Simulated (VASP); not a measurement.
Runs of VASP 6.6.1 on LiF. The structure is that of space group I4/mmm (No. 139), or close to it. The cells are those of the table. 

```tsv
cell	gap on the mesh (eV)
a = 3.172, b = 3.172, c = 2.488 Å, angles 66.9, 66.9, 46.2°, 2 atoms	8.06
a = 2.790, b = 2.790, c = 3.007 Å, angles 57.4, 57.4, 65.2°, 2 atoms	(b)
a = 2.900, b = 2.900, c = 2.759 Å, angles 61.6, 61.6, 56.8°, 2 atoms	(c)
a = 2.775, b = 2.775, c = 3.094 Å, angles 56.1, 56.1, 67.8°, 2 atoms	8.68
a = 2.769, b = 2.769, c = 3.197 Å, angles 54.7, 54.7, 70.5°, 2 atoms	8.47
a = 2.773, b = 2.773, c = 3.288 Å, angles 53.6, 53.6, 72.7°, 2 atoms	(a)
a = 3.108, b = 3.108, c = 2.538 Å, angles 65.9, 65.9, 48.2°, 2 atoms	8.34
a = 2.960, b = 2.960, c = 2.680 Å, angles 63.1, 63.1, 53.8°, 2 atoms	8.89
a = 2.814, b = 2.814, c = 2.928 Å, angles 58.6, 58.6, 62.7°, 2 atoms	8.99
a = 3.027, b = 3.027, c = 2.610 Å, angles 64.5, 64.5, 51.1°, 2 atoms	8.67
```

Alike in all rows: task single point; level PBE; potentials or basis VASP PAW PBE potentials, release 64 (Li_sv, F); no spin polarisation; k mesh 12 × 12 × 12; cutoff (eV) 520; smearing gaussian 0.05 eV.

Fill in the values left out.

(a) 8.26; (b) 8.85; (c) 8.96.

A k mesh can miss the band edges.
